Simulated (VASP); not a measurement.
Runs of VASP 6.6.1 on BAs. The structure is that of space group I-4m2 (No. 119), or close to it. The cells are those of the table. 

```tsv
cell	gap on the mesh (eV)	pressure (GPa)
a = 3.685, b = 3.685, c = 3.009 Å, angles 65.9, 65.9, 48.2°, 2 atoms	none	(b)
a = 3.589, b = 3.589, c = 3.095 Å, angles 64.5, 64.5, 51.1°, 2 atoms	none	3.9
a = 3.337, b = 3.337, c = 3.473 Å, angles 58.6, 58.6, 62.7°, 2 atoms	none	(a)
a = 3.511, b = 3.511, c = 3.179 Å, angles 63.1, 63.1, 53.8°, 2 atoms	none	3.5
a = 3.356, b = 3.356, c = 3.424 Å, angles 59.3, 59.3, 61.3°, 2 atoms	0.58	3.4
```

Alike in all rows: task single point; level PBE; potentials or basis VASP PAW PBE potentials, release 64 (B, As); no spin polarisation; k mesh 12 × 12 × 12; cutoff (eV) 520; smearing gaussian 0.05 eV.

Estimate the missing entries.

(a) 3.3; (b) 4.5.

A k mesh can miss the band edges, and the runs leave out spin-orbit coupling on As.

A gap of «none» marks levels without a gap at the run's occupations.
